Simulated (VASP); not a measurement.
# AlGa3N4 (P-43m) in VASP: notebook, part 2 of 2

VASP 6.6.1.

### Step 3. Single point, PBEsol

This run uses another cell than the first one, of 10.82 Å³/atom.

Input file INCAR:

```
SYSTEM = AlGa3N4
PREC = Accurate
ENCUT = 520
EDIFF = 1E-6
ISMEAR = 0
SIGMA = 0.01
LREAL = .False.
LASPH = .True.
NELM = 80
ALGO = Normal
ISIF = 2
LWAVE = .False.
LCHARG = .False.
GGA = PS
NBANDS = 41
```

Input file KPOINTS:

```
Automatic mesh
0
Gamma
  6 6 6
  0 0 0
```

Input file POSCAR:

```
AlGa3N4
1.0
    4.4239671855      0.0000000000      0.0000000000
    0.0000000000      4.4239671855      0.0000000000
    0.0000000000      0.0000000000      4.4239671855
Al Ga N
1 3 4
Direct
    0.0000000000      0.0000000000      0.0000000000
    0.5000000000      0.5000000000      0.0000000000
    0.5000000000      0.0000000000      0.5000000000
    0.0000000000      0.5000000000      0.5000000000
    0.7550647040      0.7550647040      0.2449352960
    0.7550647040      0.2449352960      0.7550647040
    0.2449352960      0.7550647040      0.7550647040
    0.2449352960      0.2449352960      0.2449352960
```

Potentials or basis: VASP PAW PBE potentials, release 64 (Al, Ga_d, N).

Command:

```
> cat potpaw_PBE.64/Al/POTCAR potpaw_PBE.64/Ga_d/POTCAR potpaw_PBE.64/N/POTCAR > POTCAR
> mpirun -np 1 vasp_std > vasp.out
```

OUTCAR:

```text
SYSTEM = AlGa3N4
   PREC = Accurate
   ENCUT = 520
   EDIFF = 1E-6
   ISMEAR = 0
   LREAL = .False.
   LASPH = .True.
   NELM = 80
   ISIF = 2
   GGA = PS

 ion  position               nearest neighbor table
   1  0.000  0.000  0.000-   5 1.88   6 1.88   7 1.88   8 1.88   3 3.13   4 3.13   2 3.13   3 3.13
                             4 3.13   2 3.13   4 3.13   4 3.13   2 3.13   3 3.13   3 3.13   2 3.13
   2  0.500  0.500  0.000-   5 1.93   6 1.93   7 1.93   8 1.93   1 3.13   1 3.13   1 3.13   1 3.13

   3  0.500  0.000  0.500-   5 1.93   6 1.93   7 1.93   8 1.93   1 3.13   1 3.13   1 3.13   1 3.13

   4  0.000  0.500  0.500-   5 1.93   6 1.93   7 1.93   8 1.93   1 3.13   1 3.13   1 3.13   1 3.13

   5  0.755  0.755  0.245-   1 1.88   2 1.93   3 1.93   4 1.93
   6  0.755  0.245  0.755-   1 1.88   2 1.93   3 1.93   4 1.93
   7  0.245  0.755  0.755-   1 1.88   2 1.93   3 1.93   4 1.93
   8  0.245  0.245  0.245-   1 1.88   2 1.93   3 1.93   4 1.93

  LATTYP: Found a simple cubic cell.
 ALAT       =     4.4239671855

  Lattice vectors:

 A1 = (   4.4239671855,   0.0000000000,   0.0000000000)
[... 190 lines left out ...]
 Fermi energy:         5.6859394307

 k-point     1 :       0.0000    0.0000    0.0000
  band No.  band energies     occupation
      1     -10.2941      2.00000
      2      -8.8685      2.00000
      3      -8.8685      2.00000
      4      -8.8685      2.00000
      5      -7.5019      2.00000
      6      -7.4736      2.00000
[... 869 lines left out ...]
     40      15.6679      0.00000
     41      15.6679      0.00000

------------------------ aborting loop because EDIFF is reached ----------------------------------------

  FORCE on cell =-STRESS in cart. coord.  units (eV):
  Direction    XX          YY          ZZ          XY          YZ          ZX
  --------------------------------------------------------------------------------------
  -------------------------------------------------------------------------------------
  Total        3.1351058      3.1351058      3.1351058     -0.0000000     -0.0000000     -0.0000000
  in kB       58.0132363     58.0132363     58.0132363     -0.0000000     -0.0000000     -0.0000000
  external PRESSURE =      58.0132363 kB  Pullay stress =       0.0000000 kB

 VOLUME and BASIS-vectors are now :
 -----------------------------------------------------------------------------
  energy-cutoff  :      520.00
  volume of cell :       86.58
      direct lattice vectors                 reciprocal lattice vectors
     4.423967185  0.000000000  0.000000000     0.226041460  0.000000000  0.000000000
     0.000000000  4.423967185  0.000000000     0.000000000  0.226041460  0.000000000
     0.000000000  0.000000000  4.423967185     0.000000000  0.000000000  0.226041460

 POSITION                                       TOTAL-FORCE (eV/Angst)
 -----------------------------------------------------------------------------------
      0.00000      0.00000      0.00000        -0.000000      0.000000      0.000000
      2.21198      2.21198      0.00000        -0.000000      0.000000      0.000000
      2.21198      0.00000      2.21198        -0.000000      0.000000      0.000000
      0.00000      2.21198      2.21198        -0.000000      0.000000      0.000000
      3.34038      3.34038      1.08359        -0.007350     -0.007350      0.007350
      3.34038      1.08359      3.34038        -0.007350      0.007350     -0.007350
      1.08359      3.34038      3.34038         0.007350     -0.007350     -0.007350
      1.08359      1.08359      1.08359         0.007350      0.007350      0.007350
 -----------------------------------------------------------------------------------
    total drift:                               -0.000000     -0.000000     -0.000000

  FREE ENERGIE OF THE ION-ELECTRON SYSTEM (eV)
  ---------------------------------------------------
  free  energy   TOTEN  =       -54.9215436549 eV

  energy  without entropy=      -54.9215436549  energy(sigma->0) =      -54.92154365
```

stdout:

```text
POSCAR found type information on POSCAR AlGaN
 POSCAR found :  3 types and       8 ions
 scaLAPACK will be used
 -----------------------------------------------------------------------------
|                                                                             |
|                                                                             |
|     You enforced a specific xc type in the INCAR file but a different       |
|     I HOPE YOU KNOW WHAT YOU ARE DOING!                                     |
|                                                                             |
 -----------------------------------------------------------------------------

 LDA part: xc-table for (Slater+PW92), standard interpolation
 POSCAR, INCAR and KPOINTS ok, starting setup
 FFT: planning ... GRIDC
 FFT: planning ... GRID_SOFT
 FFT: planning ... GRID
 WAVECAR not read
 entering main loop
```

Wall time 54 s (1 thread of AMD EPYC 9R45 (Zen 5), shared host); peak memory 0.2 GiB.

What came out:

```yaml
Free_energy: -54.9215 eV
Pressure: 5.8 GPa
Largest_force: 0.013 eV/Å
Band_gap_on_the_k_mesh: 2.52 eV
```

Forces on the atoms (eV/Å):
```
Al   0.000  0.000  0.000
Ga   0.000  0.000  0.000
Ga   0.000  0.000  0.000
Ga   0.000  0.000  0.000
N   -0.007 -0.007  0.007
N   -0.007  0.007 -0.007
N    0.007 -0.007 -0.007
N    0.007  0.007  0.007
```

Caveat: the cell stands under pressure; the PAW data sets were made with another functional, which shifts forces and pressure a little.

### Step 4. Single point, PBEsol (10.92 Å³/atom)

This run uses another cell than the first one, of 10.92 Å³/atom.

Input file INCAR:

```
PREC = Accurate
ENCUT = 520
EDIFF = 1E-6
ISMEAR = 0
SIGMA = 0.01
LREAL = F
LASPH = T
NELM = 100
ALGO = Normal
ISIF = 2
LWAVE = F
LCHARG = F
GGA = PS
NBANDS = 41
```

Input file KPOINTS:

```
regular mesh
0
Gamma
  6 6 6
```

Input file POSCAR:

```
AlGa3N4
1.0
    4.4375877940      0.0000000000      0.0000000000
    0.0000000000      4.4375877940      0.0000000000
    0.0000000000      0.0000000000      4.4375877940
Al Ga N
1 3 4
Direct
    0.0000000000      0.0000000000      0.0000000000
    0.5000000000      0.5000000000      0.0000000000
    0.5000000000      0.0000000000      0.5000000000
    0.0000000000      0.5000000000      0.5000000000
    0.7550522288      0.7550522288      0.2449477712
    0.7550522288      0.2449477712      0.7550522288
    0.2449477712      0.7550522288      0.7550522288
    0.2449477712      0.2449477712      0.2449477712
```

Command:

```
> cat potpaw_PBE.64/Al/POTCAR potpaw_PBE.64/Ga_d/POTCAR potpaw_PBE.64/N/POTCAR > POTCAR
> mpirun -np 1 vasp_std > vasp.out
```

It took 48 s on 1 thread of AMD EPYC 9R45 (Zen 5), shared host; peak memory 0.2 GiB.

It converged, with:

- Free energy: -54.9463 eV
- Pressure: 3.9 GPa
- Largest force: 0.011 eV/Å
- Band gap on the k mesh: 2.45 eV

Forces in eV/Å, atoms in the order of the input:
```
Al   0.000  0.000  0.000
Ga   0.000  0.000  0.000
Ga   0.000  0.000  0.000
Ga   0.000  0.000  0.000
N   -0.007 -0.007  0.007
N   -0.007  0.007 -0.007
N    0.007 -0.007 -0.007
N    0.007  0.007  0.007
```

Levels at points of the mesh, in eV from the valence-band top:
```
           k point  band 27  band 28  band 29  band 30  band 31  band 32  band 33  band 34  band 35  band 36
(0.00, 0.00, 0.00)    -2.53    -2.53     0.00     0.00     0.00     2.45     3.35     3.35     3.35     6.56
(0.50, 0.00, 0.00)    -2.84    -1.52    -1.52    -1.22    -1.22     4.93     5.03     6.19     6.19     7.83
(0.50, 0.50, 0.00)    -3.10    -1.01    -0.96    -0.96    -0.64     6.82     7.01     7.01     7.33     7.36
(0.50, 0.50, 0.50)    -0.77    -0.77    -0.70    -0.70    -0.70     5.08     5.08     5.08     6.34     9.03
```

Caveat: the cell stands under pressure; the PAW data sets were made with another functional, which shifts forces and pressure a little.

### Step 5. Single point, PBEsol (11.37 Å³/atom)

Input file INCAR:

```
SYSTEM = AlGa3N4
  PREC = Accurate
  ENCUT = 520
  EDIFF = 1E-7
  ISMEAR = 0
  SIGMA = 0.01
  LREAL = .FALSE.
  LASPH = .TRUE.
  NELM = 100
  ALGO = Normal
  ISIF = 2
  LWAVE = .FALSE.
  LCHARG = .FALSE.
  GGA = PS
  NBANDS = 41
```

Input file KPOINTS:

```
Automatic mesh
0
G
  6 6 6
  0 0 0
```

Input file POSCAR:

```
AlGa3N4
1.0
    4.4971598394      0.0000000000      0.0000000000
    0.0000000000      4.4971598394      0.0000000000
    0.0000000000      0.0000000000      4.4971598394
Al Ga N
1 3 4
Direct
    0.0000000000      0.0000000000      0.0000000000
    0.5000000000      0.5000000000      0.0000000000
    0.5000000000      0.0000000000      0.5000000000
    0.0000000000      0.5000000000      0.5000000000
    0.7550237168      0.7550237168      0.2449762832
    0.7550237168      0.2449762832      0.7550237168
    0.2449762832      0.7550237168      0.7550237168
    0.2449762832      0.2449762832      0.2449762832
```

Command:

```
> cat potpaw_PBE.64/Al/POTCAR potpaw_PBE.64/Ga_d/POTCAR potpaw_PBE.64/N/POTCAR > POTCAR
> mpirun -np 1 vasp_std > vasp.out
```

Run time: 51 s. Hardware: 1 thread of AMD EPYC 9R45 (Zen 5), shared host; peak memory 0.19 GiB.

The run converged. Its results:

| Quantity | Value |
| --- | --- |
| Free energy | -54.9463 eV |
| Pressure | -3.8 GPa |
| Largest force | 0.008 eV/Å |
| Band gap on the k mesh | 2.17 eV |

Forces on the atoms (eV/Å):
```
Al   0.000  0.000  0.000
Ga   0.000  0.000  0.000
Ga   0.000  0.000  0.000
Ga   0.000  0.000  0.000
N   -0.004 -0.004  0.004
N   -0.004  0.004 -0.004
N    0.004 -0.004 -0.004
N    0.004  0.004  0.004
```

Levels at points of the mesh, in eV from the valence-band top:
```csv
k point,band 29,band 30,band 31,band 32,band 33,band 34
"(0.00, 0.00, 0.00)",0.00,0.00,0.00,2.17,3.32,3.32
"(0.50, 0.00, 0.00)",-1.45,-1.18,-1.18,4.76,4.86,6.10
"(0.50, 0.50, 0.00)",-0.92,-0.92,-0.62,6.51,6.67,6.67
"(0.50, 0.50, 0.50)",-0.67,-0.67,-0.67,4.78,4.78,4.78
```

Caveat: the cell stands under tension; the PAW data sets were made with another functional, which shifts forces and pressure a little.

### Step 6. Overview

```csv
task,cell,gap on the mesh (eV),pressure (GPa),largest force (eV/Å)
relaxation of the atoms,"atoms relaxed from a = 4.497 Å, 8 atoms",2.17,-3.8,-
single point,"a = 4.424 Å, 8 atoms",2.52,5.8,0.01
single point,"a = 4.438 Å, 8 atoms",2.45,3.9,0.01
single point,"a = 4.497 Å, 8 atoms",2.17,-3.8,0.01
```

Alike in all rows: level PBEsol; potentials or basis VASP PAW PBE potentials, release 64 (Al, Ga_d, N); no spin polarisation; k mesh 6 × 6 × 6; cutoff (eV) 520; smearing gaussian 0.01 eV.

Caveats: the PAW data sets were made with another functional, which shifts forces and pressure a little; the cell stands under pressure (at least some runs); the cell stands under tension (at least some runs).

Absolute energies hang on the potentials; compare differences alone.
